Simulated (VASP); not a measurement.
# BAs (F-43m) in VASP: notebook

The runs below take BAs through single point, with r2SCAN, PBE, PBE+D3(BJ).

All numbers are computed with VASP 6.6.1; they aren't measurements. Logs are shortened: lines on timing, memory, paths and dates and some standing lists are left out, and cuts for length are marked.

## 1. The cell of the first run

It takes space group F-43m (No. 216, cubic). The conventional cell has a = 4.819 Å, b = 4.819 Å, c = 4.819 Å, α = 90.00°, β = 90.00°, γ = 90.00°. Within 2.8 Å of B (site symmetry -43m) lie 4 As at 2.09 Å. Within 2.8 Å of As (site symmetry -43m) lie 4 B at 2.09 Å.

## 2. Single point, r2SCAN

Input file POSCAR:

```
BAs
1.0
    0.0000000000      2.4096270000      2.4096270000
    2.4096270000      0.0000000000      2.4096270000
    2.4096270000      2.4096270000      0.0000000000
B As
1 1
Direct
    0.2500000000      0.2500000000      0.2500000000
    0.0000000000      0.0000000000      0.0000000000
```

Input file INCAR.step1:

```
SYSTEM = BAs
  PREC = Accurate
  ENCUT = 550
  ISMEAR = 0
  SIGMA = 0.1
  LREAL = .False.
  LASPH = .True.
  NELM = 120
  NBANDS = 11
  GGA = PE
  ALGO = Normal
  EDIFF = 1E-5
  LWAVE = .True.
  LCHARG = .False.
  GGA_COMPAT = .False.
```

Input file INCAR.step2:

```
SYSTEM = BAs
  PREC = Accurate
  ENCUT = 550
  EDIFF = 1E-6
  ISMEAR = 0
  SIGMA = 0.1
  LREAL = .False.
  LASPH = .True.
  NELM = 120
  ALGO = Normal
  ISIF = 2
  LWAVE = .False.
  LCHARG = .False.
  METAGGA = R2SCAN
  LMIXTAU = .True.
  NBANDS = 11
  ISTART = 1
  GGA_COMPAT = .False.
```

Input file KPOINTS:

```
regular mesh
0
Gamma
  1 1 1
  0 0 0
```

Potentials or basis: VASP PAW PBE potentials, release 64 (B, As).

Launch:

```sh
> cat potpaw_PBE.64/B/POTCAR potpaw_PBE.64/As/POTCAR > POTCAR
> cp INCAR.step1 INCAR
> mpirun -np 1 vasp_gam > vasp.out
> cp INCAR.step2 INCAR
> mpirun -np 1 vasp_gam > vasp.out
```

OUTCAR:

```text
SYSTEM = BAs
   PREC = Accurate
   ENCUT = 550
   EDIFF = 1E-6
   ISMEAR = 0
   LREAL = .False.
   LASPH = .True.
   NELM = 120
   ISIF = 2
   METAGGA = R2SCAN
   ISTART = 1

 ion  position               nearest neighbor table
   1  0.250  0.250  0.250-   2 2.09   2 2.09   2 2.09   2 2.09
   2  0.000  0.000  0.000-   1 2.09   1 2.09   1 2.09   1 2.09

  LATTYP: Found a face centered cubic cell.
 ALAT       =     4.8192540000

  Lattice vectors:

 A1 = (   0.0000000000,   2.4096270000,   2.4096270000)
 A2 = (   2.4096270000,   0.0000000000,   2.4096270000)
 A3 = (   2.4096270000,   2.4096270000,   0.0000000000)

Analysis of symmetry for initial positions (statically):
=====================================================================
 Subroutine PRICEL returns:
 Original cell was already a primitive cell.

 Routine SETGRP: Setting up the symmetry group for a
 face centered cubic supercell.

 Subroutine GETGRP returns: Found 24 space group operations
 (whereof 24 operations were pure point group operations)
 out of a pool of 48 trial point group operations.

The static configuration has the point symmetry T_d .

Analysis of symmetry for dynamics (positions and initial velocities):
=====================================================================
 Subroutine PRICEL returns:
 Original cell was already a primitive cell.

 Routine SETGRP: Setting up the symmetry group for a
 face centered cubic supercell.

 Subroutine GETGRP returns: Found 24 space group operations
 (whereof 24 operations were pure point group operations)
 out of a pool of 48 trial point group operations.

The dynamic configuration has the point symmetry T_d .

 Subroutine INISYM returns: Found 24 space group operations
 (whereof 24 operations are pure point group operations),
 and found     1 'primitive' translations

----------------------------------------------------------------------------------------

                                     Primitive cell

  volume of cell :      27.9820

  direct lattice vectors                    reciprocal lattice vectors
     0.000000000  2.409627000  2.409627000    -0.207500995  0.207500995  0.207500995
     2.409627000  0.000000000  2.409627000     0.207500995 -0.207500995  0.207500995
     2.409627000  2.409627000  0.000000000     0.207500995  0.207500995 -0.207500995

  length of vectors
     3.407727184  3.407727184  3.407727184     0.359402266  0.359402266  0.359402266

  position of ions in fractional coordinates (direct lattice)
     0.250000000  0.250000000  0.250000000
     0.000000000  0.000000000  0.000000000

  ion indices of the primitive-cell ions
   primitive index   ion index
                 1           1
                 2           2

----------------------------------------------------------------------------------------

 KPOINTS: regular mesh

Automatic generation of k-mesh.
 Grid dimensions read from file:
 generate k-points for:    1    1    1

 Generating k-lattice:

  Cartesian coordinates                     Fractional coordinates (reciprocal lattice)
    -0.207500995  0.207500995  0.207500995     1.000000000  0.000000000  0.000000000
     0.207500995 -0.207500995  0.207500995     0.000000000  1.000000000  0.000000000
     0.207500995  0.207500995 -0.207500995     0.000000000  0.000000000  1.000000000

  Length of vectors
     0.359402266  0.359402266  0.359402266

  Shift w.r.t. Gamma in fractional coordinates (k-lattice)
     0.000000000  0.000000000  0.000000000

 Subroutine IBZKPT returns following result:
 ===========================================

 Found      1 irreducible k-points:

 Following reciprocal coordinates:
            Coordinates               Weight
  0.000000  0.000000  0.000000      1.000000
   k-points           NKPTS =      1   k-points in BZ     NKDIM =      1   number of bands    NBANDS=     11
   number of dos      NEDOS =    301   number of ions     NIONS =      2
   total plane-waves  NPLWV =  21952
   dimension x,y,z NGX =    28 NGY =   28 NGZ =   28
   dimension x,y,z NGXF=    56 NGYF=   56 NGZF=   56
   ions per type =               1   1
   NGX,Y,Z   is equivalent  to a cutoff of  13.66, 13.66, 13.66 a.u.
   NGXF,Y,Z  is equivalent  to a cutoff of  27.32, 27.32, 27.32 a.u.
 SYSTEM =  BAs
   PREC   = accura    normal or accurate (medium, high low for compatibility)
   ISTART =      1    job   : 0-new  1-cont  2-samecut
   ICHARG =      0    charge: 1-file 2-atom 10-const
   ISPIN  =      1    spin polarized calculation?
   LNONCOLLINEAR =      F non collinear calculations
   LSORBIT =      F    spin-orbit coupling
   LASPH  =      T    aspherical Exc in radial PAW
   ENCUT  =  550.0 eV  40.42 Ry    6.36 a.u.   6.52  6.52  6.52*2*pi/ulx,y,z
   NELM   =    120;   NELMIN=  2; NELMDL=  0     # of ELM steps
   EDIFF  = 0.1E-05   stopping-criterion for ELM
   LREAL  =      F    real-space projection
   EDIFFG = 0.1E-04   stopping-criterion for IOM
   NSW    =      0    number of steps for IOM
   IBRION =     -1    ionic relax: 0-MD 1-quasi-New 2-CG
   NFREE  =      0    steps in history (QN), initial steepest desc. (CG)
   ISIF   =      2    stress and relaxation
   ISYM   =      2    0-nonsym 1-usesym 2-fastsym
   POTIM  = 0.5000    time-step for ionic-motion
   TEBEG  =    0.0;   TEEND  =   0.0 temperature during run
   PSTRESS=    0.0 pullay stress
   NELECT =       8.0000    total number of electrons
   NUPDOWN=      -1.0000    fix difference up-down
   EMIN   =  10.00;   EMAX   =-10.00  energy-range for DOS
   EFERMI =   0.00;   METHOD = LEGACY
   ISMEAR =     0;   SIGMA  =   0.10  broadening in eV -4-tet -1-fermi 0-gaus
   EFERMI_NEDOS =   21; number of points for ismear=-14 and -15
   IALGO  =     38    algorithm
   IMIX   =      4    mixing-type and parameters
     AMIX     =   0.40;   BMIX     =  1.00
     AMIX_MAG =   1.60;   BMIX_MAG =  1.00
  volume/ion in A,a.u.               =      13.99        94.42
  Fermi-wavevector in a.u.,A,eV,Ry     =   1.078479  2.038030 15.825165  1.163117
  Thomas-Fermi vector in A             =   2.214419
   LORBIT       =      0    0 simple, 1 ext, 2 COOP (PROOUT), +10 PAW based schemes
   METAGGA = R2SCAN    functional components
   LHFCALC =     F    Hartree Fock is set to
   AEXX    =    0.0000 exact exchange contribution
   IVDW    =     0    specifies the selected vdW correction
   LEPSILON=     F    determine dielectric tensor
   LRPA    =     F    only Hartree local field effects (RPA)
 non-spin polarized calculation
 Gauss-broadening in eV      SIGMA  =   0.10
  energy-cutoff  :      550.00
  volume of cell :       27.98
 maximum number of plane-waves:       435
 NGX is ok and might be reduce to    28
   NGX = 13   NGY = 13   NGZ = 13

 number of electron       8.0000000 magnetization

 Free energy of the ion-electron system (eV)
  ---------------------------------------------------
  ext. energy  EPLUGINS =         0.00000000
  ---------------------------------------------------
  free energy    TOTEN  =         0.45813368 eV

  energy without entropy =        0.45813368  energy(sigma->0) =        0.45813368

 E-fermi :   7.4199     XC(G=0): -10.3559

 val. band max:        6.8927428132   @ k =   0.0000   0.0000   0.0000
 cond. band min:      10.2282606265   @ k =   0.0000   0.0000   0.0000
 fundamental gap:      3.3355178132
 Fermi energy:         7.4198930201

 k-point     1 :       0.0000    0.0000    0.0000
  band No.  band energies     occupation
      1      -9.0416      2.00000
      2       6.8927      2.00000
      3       6.8927      2.00000
      4       6.8927      2.00000
      5      10.2283      0.00000
      6      10.2283      0.00000
      7      10.2284      0.00000
      8      12.0233      0.00000
      9      15.5756      0.00000
     10      19.6588      0.00000
     11      19.6589      0.00000

------------------------ aborting loop because EDIFF is reached ----------------------------------------

  FORCE on cell =-STRESS in cart. coord.  units (eV):
  Direction    XX          YY          ZZ          XY          YZ          ZX
  --------------------------------------------------------------------------------------
  -------------------------------------------------------------------------------------
  Total       17.2122003     17.2122003     17.2122003      0.0000000      0.0000000     -0.0000000
  in kB      985.5247034    985.5247034    985.5247034      0.0000000      0.0000000     -0.0000000
  external PRESSURE =     985.5247034 kB  Pullay stress =       0.0000000 kB

 VOLUME and BASIS-vectors are now :
 -----------------------------------------------------------------------------
  energy-cutoff  :      550.00
  volume of cell :       27.98
      direct lattice vectors                 reciprocal lattice vectors
     0.000000000  2.409627000  2.409627000    -0.207500995  0.207500995  0.207500995
     2.409627000  0.000000000  2.409627000     0.207500995 -0.207500995  0.207500995
     2.409627000  2.409627000  0.000000000     0.207500995  0.207500995 -0.207500995

 POSITION                                       TOTAL-FORCE (eV/Angst)
 -----------------------------------------------------------------------------------
      1.20481      1.20481      1.20481         0.000000     -0.000000      0.000000
      0.00000      0.00000      0.00000        -0.000000      0.000000     -0.000000
 -----------------------------------------------------------------------------------
    total drift:                                0.000000      0.000000      0.000000

  FREE ENERGIE OF THE ION-ELECTRON SYSTEM (eV)
  ---------------------------------------------------
  free  energy   TOTEN  =         0.4581336750 eV

  energy  without entropy=        0.4581336750  energy(sigma->0) =        0.45813368
```

It took 8.7 s on 1 thread of Intel Xeon 6975P-C (Granite Rapids), shared host; peak memory 0.16 GiB.

What came out:

* Free energy: 0.4581 eV
* Pressure: 98.6 GPa
* Band gap on the k mesh: 3.34 eV

Caveat: the k points lie up to 2.26 Å⁻¹ apart; the PAW data sets were made with another functional, which shifts forces and pressure a little.

## 3. Single point, PBE

Input file INCAR:

```
PREC = Accurate
ENCUT = 500
EDIFF = 1E-6
ISMEAR = 0
SIGMA = 0.1
LREAL = F
LASPH = T
NELM = 120
ALGO = Normal
ISIF = 2
LWAVE = F
LCHARG = F
GGA = PE
NBANDS = 11
GGA_COMPAT = F
```

Input file KPOINTS:

```
regular mesh
0
Gamma
  5 5 5
```

POSCAR is that of step 2.

Potentials or basis: VASP PAW PBE potentials, release 64 (B, As).

Launch:

```sh
> cat potpaw_PBE.64/B/POTCAR potpaw_PBE.64/As/POTCAR > POTCAR
> mpirun -np 1 vasp_std > vasp.out
```

Run time: 4 s. Hardware: 1 thread of Intel Xeon 6975P-C (Granite Rapids), shared host; peak memory 0.15 GiB.

It converged, with:

```yaml
Free_energy: -11.3581 eV
Pressure: -0.1 GPa
Band_gap_on_the_k_mesh: 1.20 eV, indirect (least direct gap 3.24 eV)
```

Levels at points of the mesh, in eV from the valence-band top:
```csv
k point,band 1,band 2,band 3,band 4,band 5,band 6,band 7,band 8
"(0.00, 0.00, 0.00)",-15.17,0.00,0.00,0.00,3.24,3.24,3.24,4.35
```

Caveat: the k points lie up to 0.45 Å⁻¹ apart.

## 4. Single point, PBE+D3(BJ)

Input file INCAR:

```
  ALGO = Normal
  EDIFF = 1E-6
  ENCUT = 500
  GGA = PE
  GGA_COMPAT = False
  ISIF = 2
  ISMEAR = 0
  ISYM = 0
  IVDW = 12
  LASPH = True
  LCHARG = True
  LELF = True
  LREAL = False
  LVHAR = True
  LWAVE = False
  NBANDS = 11
  NELM = 120
  PREC = Accurate
  SIGMA = 0.1
```

Input file KPOINTS:

```
k-points
0
Gamma
  2 3 3
```

Input file POSCAR:

```
BAs
1.0
    0.0000000000      2.4096270000      2.4096270000
    2.4096270000      0.0000000000      2.4096270000
    2.4096270000      2.4096270000      0.0000000000
B As
1 1
Direct
    1.1130000000      0.9330000000      0.5800000000
    0.8630000000      0.6830000000      0.3300000000
```

Launch:

```sh
> cat potpaw_PBE.64/B/POTCAR potpaw_PBE.64/As/POTCAR > POTCAR
> mpirun -np 1 vasp_std > vasp.out
```

Wall time 3.6 s (1 thread of Intel Xeon 6975P-C (Granite Rapids), shared host); peak memory 0.16 GiB.

The run converged, but its numbers aren't listed here, since they failed a check.

Caveat: the k points lie up to 1.13 Å⁻¹ apart.

## 5. Single point, PBE

This run uses another cell than the first one, of 9.86 Å³/atom, 0.705 times its volume.

Input file INCAR:

```
ALGO = Normal
EDIFF = 1E-6
ENCUT = 500
GGA = PE
GGA_COMPAT = False
ISIF = 2
ISMEAR = 1
LASPH = True
LCHARG = True
LELF = True
LREAL = False
LVHAR = True
LWAVE = False
NBANDS = 11
NELM = 120
PREC = Accurate
SIGMA = 0.1
```

Input file KPOINTS:

```
k-points
0
Gamma
  6 6 6
```

Input file POSCAR:

```
BAs
1.0
    0.0000000000      2.1445994643      2.1445994643
    2.1445994643      0.0000000000      2.1445994643
    2.1445994643      2.1445994643      0.0000000000
B As
1 1
Direct
    0.2500000000      0.2500000000      0.2500000000
    0.0000000000      0.0000000000      0.0000000000
```

Launch:

```sh
> cat potpaw_PBE.64/B/POTCAR potpaw_PBE.64/As/POTCAR > POTCAR
> mpirun -np 1 vasp_std > vasp.out
```

Run time: 3.5 s. Hardware: 1 thread of Intel Xeon 6975P-C (Granite Rapids), shared host; peak memory 0.13 GiB.

The run converged. Its results:

```
Free energy            : -9.6142 eV
Pressure               : 92.8 GPa
Band gap on the k mesh : 0.91 eV, indirect (least direct gap 3.80 eV)
```

Levels at points of the mesh, in eV from the valence-band top:
| k point | band 1 | band 2 | band 3 | band 4 | band 5 | band 6 | band 7 | band 8 | band 9 |
| --- | --- | --- | --- | --- | --- | --- | --- | --- | --- |
| (0.00, 0.00, 0.00) | -18.79 | 0.00 | 0.00 | 0.00 | 3.80 | 3.80 | 3.80 | 8.85 | 11.75 |
| (0.50, 0.00, 0.00) | -14.56 | -11.55 | -2.41 | -2.41 | 4.88 | 5.10 | 5.10 | 9.26 | 15.54 |
| (0.50, 0.50, 0.00) | -12.73 | -10.59 | -5.60 | -5.60 | 0.91 | 1.11 | 14.73 | 14.73 | 16.18 |

Caveat: the k points lie up to 0.42 Å⁻¹ apart. A k mesh can miss the band edges.

## 6. Overview

```csv
level,cell,k mesh,cutoff (eV),smearing,gap on the mesh (eV),pressure (GPa)
r2SCAN,"a = 3.408 Å, angles 60.0°, 2 atoms",1 × 1 × 1,550,gaussian 0.1 eV,3.34,98.6
PBE,"a = 3.408 Å, angles 60.0°, 2 atoms",5 × 5 × 5,500,gaussian 0.1 eV,1.20,-0.1
PBE,"a = 3.033 Å, angles 60.0°, 2 atoms",6 × 6 × 6,500,methfessel-paxton 0.1 eV,0.91,92.8
```

Alike in all rows: task single point; potentials or basis VASP PAW PBE potentials, release 64 (B, As); no spin polarisation.

Caveats: all runs use coarse meshes; the PAW data sets were made with another functional, which shifts forces and pressure a little (some runs).

Absolute energies hang on the potentials; compare differences alone.
